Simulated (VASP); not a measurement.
Wanted: the native input for a VASP 6.6.1 run.

```
Task                   : single point
Functional             : PBE
Dispersion             : D3(BJ)
Potentials or basis    : VASP PAW PBE potentials, release 64 (Te, Cd)
Cutoff                 : 520 eV
k mesh                 : 7 × 7 × 7
Occupations            : fermi-dirac, width 0.05 eV
Spin                   : no spin polarisation
Dipole correction      : no
Further INCAR settings : ALGO = Normal; EDIFF = 1e-07; NBANDS = 16
```

The structure of CdTe lies in POSCAR:

```
CdTe
1.0
    0.0000000000      3.2471758892      3.2471758892
    3.2471758892      0.0000000000      3.2471758892
    3.2471758892      3.2471758892      0.0000000000
Te Cd
1 1
Direct
    0.7500000000      0.7500000000      0.7500000000
    0.0000000000      0.0000000000      0.0000000000
```

One way to write it, as run:

INCAR

```
SYSTEM = CdTe
PREC = Accurate
ENCUT = 520
EDIFF = 1E-7
ISMEAR = -1
SIGMA = 0.05
LREAL = .False.
LASPH = .True.
NELM = 80
ALGO = Normal
ISIF = 2
LWAVE = .False.
LCHARG = .False.
GGA = PE
IVDW = 12
NBANDS = 16
```

KPOINTS

```
regular mesh
0
Gamma
  7 7 7
  0 0 0
```

Potentials or basis: VASP PAW PBE potentials, release 64 (Te, Cd).

Launch:

```sh
$ cat potpaw_PBE.64/Te/POTCAR potpaw_PBE.64/Cd/POTCAR > POTCAR
$ mpirun -np 1 vasp_std > vasp.out
```

It gave:

```json
{
  "Pressure": "0.6 GPa",
  "Band gap on the k mesh": "0.75 eV",
  "Dispersion energy per atom": "-0.339 eV"
}
```

Caveat: spin-orbit coupling is left out, which moves the levels of the heavy elements.

It took 35 s on 1 thread of AMD EPYC 7R43 64-Core Processor (Zen 3), with other jobs on the host, peak memory 0.18 GiB.
